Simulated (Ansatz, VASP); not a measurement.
**One calculation of Ni, two programs**

INCAR

```
ALGO = Fast
EDIFF = 1E-7
ENCUT = 520
GGA = PE
ISIF = 2
ISMEAR = 0
ISPIN = 2
LASPH = T
LCHARG = F
LMAXMIX = 4
LORBIT = 11
LREAL = F
LWAVE = F
MAGMOM = 1
NBANDS = 15
NELM = 150
PREC = Accurate
SIGMA = 0.022
```

The input KPOINTS:

```
k-points
0
Gamma
  13 13 13
```

Contents of POSCAR:

```
Ni
1.0
    0.0000000000      1.7375729330      1.7375729330
    1.7375729330      0.0000000000      1.7375729330
    1.7375729330      1.7375729330      0.0000000000
Ni
1
Direct
    0.0000000000      0.0000000000      0.0000000000
```

Contents of input.yaml:

```yaml
crystal:
  lattice:
    - [0.0, 1.737572933, 1.737572933]
    - [1.737572933, 0.0, 1.737572933]
    - [1.737572933, 1.737572933, 0.0]
  atoms:
    - { symbol: Ni, position: [0.0, 0.0, 0.0], spin: 1.0 }
kpoints:
  mp_grid: { grid: [13, 13, 13] }
scf:
  occupations: { method: gaussian, width: 0.022 }
hamiltonian:
  xc: pbe
  pseudopotentials: { kind: all_electron, lapw: { basis_error: 0.001 } }
magnetization:
  spin_polarized: true
output:
  forces: true
  stress: true
  eigenvalues: true
```

Alike in both runs: task single point; functional PBE; k mesh 13 × 13 × 13; occupations gaussian, width 0.022 eV; collinear spin.

|  | VASP | Ansatz |
| --- | --- | --- |
| version | VASP 6.6.1 | Ansatz 0.2.0 |
| potentials or method | VASP PAW PBE potentials, release 64 (Ni), cutoff 520 eV | all-electron LAPW, scalar-relativistic |

Ansatz gave:

| Item | Value |
| --- | --- |
| gap on the k mesh at the Fermi level (eV) | none |
| pressure (GPa) | 8.0 |
| net moment per atom (μB) | 0.64 |
| size of the moment on the site where the two differ most (μB) | 0.66 |

What did VASP give for the same quantities?

gap on the k mesh at the Fermi level (eV): none; pressure (GPa): 7.8; net moment per atom (μB): 0.62; size of the moment on the site where the two differ most (μB): 0.63.

Site moments also hang on the region over which each program counts them. A gap of «none» marks a metal or a gap that the smearing closes. Ansatz ran all-electron here, and VASP with PAW potentials.
